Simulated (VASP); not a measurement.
# Ag (P6_3/mmc) in VASP: a series of runs

Ag is run at these levels: PBEsol; tasks: single point.

Program: VASP 6.6.1. These are calculated values, not measurements. Logs are shortened: lines on timing, memory, paths and dates and some standing lists are left out, and cuts for length are marked.

**1. The cell of the first run**

The structure is hexagonal, space group P6_3/mmc (No. 194). Conventional cell: a = 2.880 Å, b = 2.880 Å, c = 4.709 Å, α = 90.00°, β = 90.00°, γ = 120.00°. Within 3.8 Å of Ag (site symmetry -6m2) lie 12 Ag at 2.88 Å.

**2. Single point, PBEsol**

The input, INCAR:

```
PREC = Accurate
ENCUT = 520
EDIFF = 1E-6
ISMEAR = 0
SIGMA = 0.15
LREAL = False
LASPH = True
NELM = 60
ALGO = Normal
ISIF = 2
LWAVE = False
LCHARG = True
GGA = PS
LELF = True
LVHAR = True
NBANDS = 18
```

The input, KPOINTS:

```
regular mesh
0
Gamma
  9 9 5
```

The input, POSCAR:

```
Ag
1.0
    2.8803293874      0.0000000000      0.0000000000
   -1.4401646937      2.4944379950      0.0000000000
    0.0000000000      0.0000000000      4.7087978722
Ag
2
Direct
    0.3333333333      0.6666666667      0.2500000000
    0.6666666667      0.3333333333      0.7500000000
```

Potentials or basis: VASP PAW PBE potentials, release 64 (Ag).

Command:

```
$ cat potpaw_PBE.64/Ag/POTCAR > POTCAR
$ mpirun -np 1 vasp_std > vasp.out
```

OUTCAR:

```text
PREC = Accurate
   ENCUT = 520
   EDIFF = 1E-6
   ISMEAR = 0
   LREAL = False
   LASPH = True
   NELM = 60
   ISIF = 2
   GGA = PS

 ion  position               nearest neighbor table
   1  0.333  0.667  0.250-   2 2.88   2 2.88   2 2.88   2 2.88   2 2.88   2 2.88
   2  0.667  0.333  0.750-   1 2.88   1 2.88   1 2.88   1 2.88   1 2.88   1 2.88

  LATTYP: Found a hexagonal cell.
 ALAT       =     2.8803293874
 C/A-ratio  =     1.6348122867

  Lattice vectors:

 A1 = (   2.8803293874,   0.0000000000,   0.0000000000)
 A2 = (  -1.4401646937,   2.4944379950,   0.0000000000)
 A3 = (   0.0000000000,   0.0000000000,   4.7087978722)

Analysis of symmetry for initial positions (statically):
=====================================================================
 Subroutine PRICEL returns:
 Original cell was already a primitive cell.

 Routine SETGRP: Setting up the symmetry group for a
 hexagonal supercell.

 Subroutine GETGRP returns: Found 24 space group operations
 (whereof 12 operations were pure point group operations)
 out of a pool of 24 trial point group operations.

The static configuration has the point symmetry D_3d.
 The point group associated with its full space group is D_6h.

Analysis of symmetry for dynamics (positions and initial velocities):
=====================================================================
 Subroutine PRICEL returns:
 Original cell was already a primitive cell.

 Routine SETGRP: Setting up the symmetry group for a
 hexagonal supercell.

 Subroutine GETGRP returns: Found 24 space group operations
 (whereof 12 operations were pure point group operations)
 out of a pool of 24 trial point group operations.

The dynamic configuration has the point symmetry D_3d.
 The point group associated with its full space group is D_6h.

 Subroutine INISYM returns: Found 24 space group operations
 (whereof 12 operations are pure point group operations),
 and found     1 'primitive' translations

----------------------------------------------------------------------------------------

                                     Primitive cell

  volume of cell :      33.8318

  direct lattice vectors                    reciprocal lattice vectors
     2.880329387  0.000000000  0.000000000     0.347182515  0.200445953  0.000000000
    -1.440164694  2.494437995  0.000000000     0.000000000  0.400891905  0.000000000
     0.000000000  0.000000000  4.708797872     0.000000000  0.000000000  0.212368428

  length of vectors
     2.880329387  2.880329019  4.708797872     0.400891854  0.400891905  0.212368428

  position of ions in fractional coordinates (direct lattice)
     0.333333333  0.666666667  0.250000000
     0.666666667  0.333333333  0.750000000

  ion indices of the primitive-cell ions
   primitive index   ion index
                 1           1
                 2           2

----------------------------------------------------------------------------------------

 KPOINTS: regular mesh

Automatic generation of k-mesh.
 Grid dimensions read from file:
 generate k-points for:    9    9    5

 Generating k-lattice:

  Cartesian coordinates                     Fractional coordinates (reciprocal lattice)
     0.038575835  0.022271773  0.000000000     0.111111111  0.000000000  0.000000000
     0.000000000  0.044543545  0.000000000     0.000000000  0.111111111  0.000000000
     0.000000000  0.000000000  0.042473686     0.000000000  0.000000000  0.200000000

  Length of vectors
     0.044543539  0.044543545  0.042473686

  Shift w.r.t. Gamma in fractional coordinates (k-lattice)
     0.000000000  0.000000000  0.000000000

 Subroutine IBZKPT returns following result:
 ===========================================

 Found     36 irreducible k-points:

 Following reciprocal coordinates:
            Coordinates               Weight
  0.000000  0.000000  0.000000      1.000000
  0.111111  0.000000  0.000000      6.000000
  0.222222  0.000000  0.000000      6.000000
  0.333333  0.000000  0.000000      6.000000
  0.444444  0.000000  0.000000      6.000000
  0.111111  0.111111  0.000000      6.000000
[... 16 lines left out ...]
  0.333333  0.222222  0.200000     24.000000
  0.333333  0.333333  0.200000      4.000000
 [... further k-points ...]
   k-points           NKPTS =     36   k-points in BZ     NKDIM =     36   number of bands    NBANDS=     18
   number of dos      NEDOS =    301   number of ions     NIONS =      2
   total plane-waves  NPLWV =  20736
   dimension x,y,z NGX =    24 NGY =   24 NGZ =   36
   dimension x,y,z NGXF=    48 NGYF=   48 NGZF=   72
   ions per type =               2
   NGX,Y,Z   is equivalent  to a cutoff of  13.85, 13.85, 12.71 a.u.
   NGXF,Y,Z  is equivalent  to a cutoff of  27.70, 27.70, 25.42 a.u.
 SYSTEM =  unknown system
   PREC   = accura    normal or accurate (medium, high low for compatibility)
   ISTART =      0    job   : 0-new  1-cont  2-samecut
   ICHARG =      2    charge: 1-file 2-atom 10-const
   ISPIN  =      1    spin polarized calculation?
   LNONCOLLINEAR =      F non collinear calculations
   LSORBIT =      F    spin-orbit coupling
   LASPH  =      T    aspherical Exc in radial PAW
   ENCUT  =  520.0 eV  38.22 Ry    6.18 a.u.   5.36  5.36  8.76*2*pi/ulx,y,z
   NELM   =     60;   NELMIN=  2; NELMDL= -5     # of ELM steps
   EDIFF  = 0.1E-05   stopping-criterion for ELM
   LREAL  =      F    real-space projection
   EDIFFG = 0.1E-04   stopping-criterion for IOM
   NSW    =      0    number of steps for IOM
   IBRION =     -1    ionic relax: 0-MD 1-quasi-New 2-CG
   NFREE  =      0    steps in history (QN), initial steepest desc. (CG)
   ISIF   =      2    stress and relaxation
   ISYM   =      2    0-nonsym 1-usesym 2-fastsym
   POTIM  = 0.5000    time-step for ionic-motion
   TEBEG  =    0.0;   TEEND  =   0.0 temperature during run
   PSTRESS=    0.0 pullay stress
   NELECT =      22.0000    total number of electrons
   NUPDOWN=      -1.0000    fix difference up-down
   EMIN   =  10.00;   EMAX   =-10.00  energy-range for DOS
   EFERMI =   0.00;   METHOD = LEGACY
   ISMEAR =     0;   SIGMA  =   0.15  broadening in eV -4-tet -1-fermi 0-gaus
   EFERMI_NEDOS =   21; number of points for ismear=-14 and -15
   IALGO  =     38    algorithm
   IMIX   =      4    mixing-type and parameters
     AMIX     =   0.40;   BMIX     =  1.00
     AMIX_MAG =   1.60;   BMIX_MAG =  1.00
  volume/ion in A,a.u.               =      16.92       114.15
  Fermi-wavevector in a.u.,A,eV,Ry     =   1.418320  2.680235 27.369892  2.011630
  Thomas-Fermi vector in A             =   2.539457
   LORBIT       =      0    0 simple, 1 ext, 2 COOP (PROOUT), +10 PAW based schemes
   GGA     = PS    functional components
   LHFCALC =     F    Hartree Fock is set to
   AEXX    =    0.0000 exact exchange contribution
   IVDW    =     0    specifies the selected vdW correction
   LEPSILON=     F    determine dielectric tensor
   LRPA    =     F    only Hartree local field effects (RPA)
 non-spin polarized calculation
 Gauss-broadening in eV      SIGMA  =   0.15
  energy-cutoff  :      520.00
  volume of cell :       33.83
 maximum number of plane-waves:       925
 NGX is ok and might be reduce to    24
   NGX = 11   NGY = 11   NGZ = 17

 number of electron      21.9999999 magnetization

 Free energy of the ion-electron system (eV)
  ---------------------------------------------------
  ext. energy  EPLUGINS =         0.00000000
  ---------------------------------------------------
  free energy    TOTEN  =        -6.64977884 eV

  energy without entropy =       -6.64850474  energy(sigma->0) =       -6.64914179

 E-fermi :   8.4173     XC(G=0): -12.4591

 val. band max:        8.2786866663   @ k =   0.1111   0.1111   0.2000
 cond. band min:       8.6552584136   @ k =   0.2222   0.0000   0.2000
 fundamental gap:      0.3765717472
 Fermi energy:         8.4172585546

 k-point     1 :       0.0000    0.0000    0.0000
  band No.  band energies     occupation
      1       0.4523      2.00000
      2       1.8942      2.00000
      3       3.5307      2.00000
      4       3.6262      2.00000
      5       3.6262      2.00000
      6       3.8699      2.00000
[... 10 lines left out ...]
     17      26.6789      0.00000
     18      26.6789      0.00000

 k-point     2 :       0.1111    0.0000    0.0000
  band No.  band energies     occupation
      1       0.7918      2.00000
      2       2.0876      2.00000
      3       3.3551      2.00000
      4       3.7554      2.00000
      5       3.8095      2.00000
      6       3.8492      2.00000
[... 10 lines left out ...]
     17      26.2088      0.00000
     18      27.2879      0.00000

 k-point     3 :       0.2222    0.0000    0.0000
  band No.  band energies     occupation
      1       1.6481      2.00000
      2       2.3799      2.00000
      3       3.2592      2.00000
      4       3.3867      2.00000
      5       3.6679      2.00000
      6       3.9082      2.00000
[... 10 lines left out ...]
     17      24.6595      0.00000
     18      26.2433      0.00000

 k-point     4 :       0.3333    0.0000    0.0000
  band No.  band energies     occupation
      1       2.1582      2.00000
      2       2.3187      2.00000
      3       2.7308      2.00000
      4       3.6868      2.00000
      5       3.8103      2.00000
      6       3.8460      2.00000
[... 375 lines left out ...]
      4       3.0423      2.00000
      5       3.7806      2.00000
      6       3.8690      2.00000
[... 10 lines left out ...]
     17      20.4341      0.00000
     18      24.6185      0.00000

 k-point    23 :       0.3333    0.2222    0.2000
  band No.  band energies     occupation
      1       2.3669      2.00000
      2       2.6871      2.00000
      3       2.9455      2.00000
      4       3.1307      2.00000
      5       3.5099      2.00000
      6       4.0397      2.00000
[... 10 lines left out ...]
     17      20.0011      0.00000
     18      21.9834      0.00000

 k-point    24 :       0.3333    0.3333    0.2000
  band No.  band energies     occupation
      1       2.5342      2.00000
      2       2.8436      2.00000
      3       2.8436      2.00000
      4       3.3170      2.00000
      5       3.6110      2.00000
      6       3.6110      2.00000
[... 10 lines left out ...]
     17      21.6287      0.00000
     18      21.6287      0.00000

 [... further k-points ...]
[... 5 lines left out ...]
  --------------------------------------------------------------------------------------
  -------------------------------------------------------------------------------------
  Total       -0.5670116     -0.5670114     -0.1922428     -0.0000000      0.0000000      0.0000000
  in kB      -26.8520587    -26.8520495     -9.1040727     -0.0000000      0.0000000      0.0000000
  external PRESSURE =     -20.9360603 kB  Pullay stress =       0.0000000 kB

 VOLUME and BASIS-vectors are now :
 -----------------------------------------------------------------------------
  energy-cutoff  :      520.00
  volume of cell :       33.83
      direct lattice vectors                 reciprocal lattice vectors
     2.880329387  0.000000000  0.000000000     0.347182515  0.200445953  0.000000000
    -1.440164694  2.494437995  0.000000000     0.000000000  0.400891905  0.000000000
     0.000000000  0.000000000  4.708797872     0.000000000  0.000000000  0.212368428

 POSITION                                       TOTAL-FORCE (eV/Angst)
 -----------------------------------------------------------------------------------
     -0.00000      1.66296      1.17720        -0.000000     -0.000000     -0.000000
      1.44016      0.83148      3.53160         0.000000      0.000000      0.000000
 -----------------------------------------------------------------------------------
    total drift:                               -0.000000      0.000000     -0.000000

  FREE ENERGIE OF THE ION-ELECTRON SYSTEM (eV)
  ---------------------------------------------------
  free  energy   TOTEN  =        -6.6497788428 eV

  energy  without entropy=       -6.6485047436  energy(sigma->0) =       -6.64914179
```

Run time: 14 s. Hardware: 1 thread of AMD EPYC 7R13 (Zen 3), shared host; peak memory 0.13 GiB.

Results:

```yaml
Free_energy: -6.6498 eV
Pressure: -2.1 GPa
Band_gap_on_the_k_mesh: zero (band 11 reaches 12.25 eV, above the bottom of band 12 at 5.08 eV)
```

Stress tensor (GPa, compression positive):
```
-2.69  0.00  0.00
 0.00 -2.69  0.00
 0.00  0.00 -0.91
```

Levels at points of the mesh, in eV from the Fermi level:
```csv
k point,band 9,band 10,band 11,band 12,band 13,band 14
"(0.00, 0.00, 0.00)",-4.18,-3.15,-3.15,-0.56,3.53,15.57
```

Caveat: the PAW data sets were made with another functional, which shifts forces and pressure a little.

**3. Single point, PBEsol**

This run uses another cell than the first one, of 17.36 Å³/atom, 1.026 times its volume.

The input, INCAR:

```
PREC     = Accurate       # precision mode
ENCUT    = 520            # plane-wave cutoff, eV
EDIFF    = 1E-7           # SCF threshold, eV
ISMEAR   = 0              # smearing method
SIGMA    = 0.15           # smearing width, eV
LREAL    = F              # projectors in reciprocal space
LASPH    = T              # aspherical terms in the spheres
NELM     = 100            # most SCF steps
ALGO     = Normal         # electronic algorithm
ISIF     = 2              # what is computed and relaxed
LWAVE    = F              # write WAVECAR
LCHARG   = F              # write CHGCAR
GGA      = PS             # functional
NBANDS   = 18             # bands
```

KPOINTS is that of step 2.

The input, POSCAR:

```
Ag
1.0
    2.9053769871      0.0000000000      0.0000000000
   -1.4526884936      2.5161298490      0.0000000000
    0.0000000000      0.0000000000      4.7497459960
Ag
2
Direct
    0.3333333333      0.6666666667      0.2500000000
    0.6666666667      0.3333333333      0.7500000000
```

Potentials or basis: VASP PAW PBE potentials, release 64 (Ag).

Command:

```
$ cat potpaw_PBE.64/Ag/POTCAR > POTCAR
$ mpirun -np 1 vasp_std > vasp.out
```

Wall time 15 s (1 thread of AMD EPYC 7R13 (Zen 3), shared host); peak memory 0.13 GiB.

Results (log left out):

```yaml
Free_energy: -6.6313 eV
Pressure: -4.7 GPa
Band_gap_on_the_k_mesh: zero (band 11 reaches 11.82 eV, above the bottom of band 12 at 4.75 eV)
```

Stress tensor (GPa, compression positive):
```
-5.25  0.00  0.00
 0.00 -5.25  0.00
 0.00  0.00 -3.58
```

Levels at points of the mesh, in eV from the Fermi level:
```tsv
k point	band 8	band 9	band 10	band 11	band 12	band 13	band 14	band 15
(0.00, 0.00, 0.00)	-4.10	-4.10	-3.11	-3.11	-0.47	3.40	15.51	17.39
```

Caveat: the PAW data sets were made with another functional, which shifts forces and pressure a little.

**4. Single point, PBEsol**

This run uses another cell than the first one, of 17.81 Å³/atom, 1.053 times its volume.

The input, INCAR:

```
  PREC = Accurate
  ENCUT = 520
  EDIFF = 1E-7
  ISMEAR = 0
  SIGMA = 0.15
  LREAL = F
  LASPH = T
  NELM = 60
  ALGO = Normal
  ISIF = 2
  LWAVE = F
  LCHARG = T
  GGA = PS
  LELF = T
  LVHAR = T
  NBANDS = 18
```

KPOINTS is that of step 3.

The input, POSCAR:

```
Ag
1.0
    2.9300000000      0.0000000000      0.0000000000
   -1.4650000000      2.5374540000      0.0000000000
    0.0000000000      0.0000000000      4.7900000000
Ag
2
Direct
    0.3333333333      0.6666666667      0.2500000000
    0.6666666667      0.3333333333      0.7500000000
```

Command:

```
$ cat potpaw_PBE.64/Ag/POTCAR > POTCAR
$ mpirun -np 1 vasp_std > vasp.out
```

It took 16 s on 1 thread of AMD EPYC 7R13 (Zen 3), shared host; peak memory 0.13 GiB.

Results (log left out):

| Property | Result |
| --- | --- |
| Free energy | -6.5995 eV |
| Pressure | -6.9 GPa |
| Band gap on the k mesh | zero (band 11 reaches 11.41 eV, above the bottom of band 12 at 4.43 eV) |

Stress tensor (GPa, compression positive):
```
-7.38  0.00  0.00
 0.00 -7.38  0.00
 0.00  0.00 -5.81
```

Levels at points of the mesh, in eV from the Fermi level:
| k point | band 9 | band 10 | band 11 | band 12 | band 13 | band 14 |
| --- | --- | --- | --- | --- | --- | --- |
| (0.00, 0.00, 0.00) | -4.03 | -3.09 | -3.09 | -0.39 | 3.28 | 15.45 |

Caveat: the PAW data sets were made with another functional, which shifts forces and pressure a little.

**5. Single point, PBEsol**

This run uses another cell than the first one, of 18.25 Å³/atom, 1.079 times its volume.

The input, INCAR:

```
  PREC = Accurate
  ENCUT = 520
  EDIFF = 1E-7
  ISMEAR = 0
  SIGMA = 0.15
  LREAL = F
  LASPH = T
  NELM = 80
  ALGO = Normal
  ISIF = 2
  LWAVE = F
  LCHARG = F
  GGA = PS
  NBANDS = 18
```

The input, KPOINTS:

```
Automatic mesh
0
Gamma
  9 9 5
```

The input, POSCAR:

```
Ag
1.0
    2.9542159742      0.0000000000      0.0000000000
   -1.4771079871      2.5584256453      0.0000000000
    0.0000000000      0.0000000000      4.8295885721
Ag
2
Direct
    0.3333333333      0.6666666667      0.2500000000
    0.6666666667      0.3333333333      0.7500000000
```

Command:

```
$ cat potpaw_PBE.64/Ag/POTCAR > POTCAR
$ mpirun -np 1 vasp_std > vasp.out
```

It took 16 s on 1 thread of AMD EPYC 7R13 (Zen 3), shared host; peak memory 0.13 GiB.

Results (log left out):

```yaml
Free_energy: -6.5568 eV
Pressure: -8.7 GPa
Band_gap_on_the_k_mesh: zero (band 11 reaches 11.02 eV, above the bottom of band 12 at 4.13 eV)
```

Stress tensor (GPa, compression positive):
```
-9.15  0.00  0.00
 0.00 -9.15  0.00
 0.00  0.00 -7.66
```

Levels at points of the mesh, in eV from the Fermi level:
| k point | band 7 | band 8 | band 9 | band 10 | band 11 | band 12 | band 13 | band 14 | band 15 | band 16 |
| --- | --- | --- | --- | --- | --- | --- | --- | --- | --- | --- |
| (0.00, 0.00, 0.00) | -4.29 | -3.97 | -3.97 | -3.06 | -3.06 | -0.32 | 3.16 | 15.38 | 17.20 | 17.40 |

Caveat: the PAW data sets were made with another functional, which shifts forces and pressure a little.

(Continued in part 2 of 2.)
